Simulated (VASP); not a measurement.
Here is a VASP 6.6.1 calculation.

The input INCAR:

```
ALGO = Normal
EDIFF = 1E-7
EDIFFG = -0.01
ENCUT = 600
GGA = PE
GGA_COMPAT = F
IBRION = 2
ISIF = 3
ISMEAR = 0
LASPH = T
LCHARG = F
LMAXMIX = 6
LREAL = F
LWAVE = F
NELM = 200
NELMIN = 4
NSW = 100
PREC = Accurate
SIGMA = 0.1
```

KPOINTS

```
k-points
0
Gamma
  6 6 12
```

File POSCAR:

```
HoGeF4
1.0
    3.8137633312     -5.3887124192      0.0000000000
    3.8137633312      5.3887124192      0.0000000000
    0.0000000000      0.0000000000      3.4452658671
Ho Ge F
1 1 4
Direct
    0.5000000000      0.5000000000      0.5000000000
    0.0000000000      0.0000000000      0.0000000000
    0.2149635527      0.2149635527      0.5000000000
    0.7850364473      0.7850364473      0.5000000000
    0.6227029119      0.3772970881      0.0000000000
    0.3772970881      0.6227029119      0.0000000000
```

Potentials or basis: VASP PAW PBE potentials, release 64 (Ho_3, Ge_d, F), 4f in core.

Run with:

```console
$ cat potpaw_PBE.64/Ho_3/POTCAR potpaw_PBE.64/Ge_d/POTCAR potpaw_PBE.64/F/POTCAR > POTCAR
$ mpirun -np 1 vasp_std > vasp.out
```

Task: What does it give for the band gap on the k mesh?

Result: Zero (an odd number of electrons rules out a gap without spin polarisation).

Task: Estimate the relaxed volume.

Result: 22.76 Å³/atom.

Task: Predict the relaxed cell.

Result: a = 6.424 Å, b = 6.424 Å, c = 3.467 Å, α = 90.00°, β = 90.00°, γ = 107.33°.

Forces in eV/Å, atoms in the order of the input:
```
Ho   0.000  0.000  0.000
Ge   0.000  0.000  0.000
F    0.010  0.000  0.000
F   -0.010  0.000  0.000
F    0.000  0.008  0.000
F    0.000 -0.008  0.000
```

Caveat: spin-orbit coupling is left out, which moves the levels of the heavy elements; the 4f electrons are frozen in the core, so they carry no moment and show no levels; an odd number of electrons without spin polarisation forces a metal; a magnetic or distorted state may lie lower; the run has no spin polarisation, though such a crystal can be magnetic. With open d or f shells a metallic result of PBE can be an artefact of self-interaction; +U or a hybrid may open a gap.
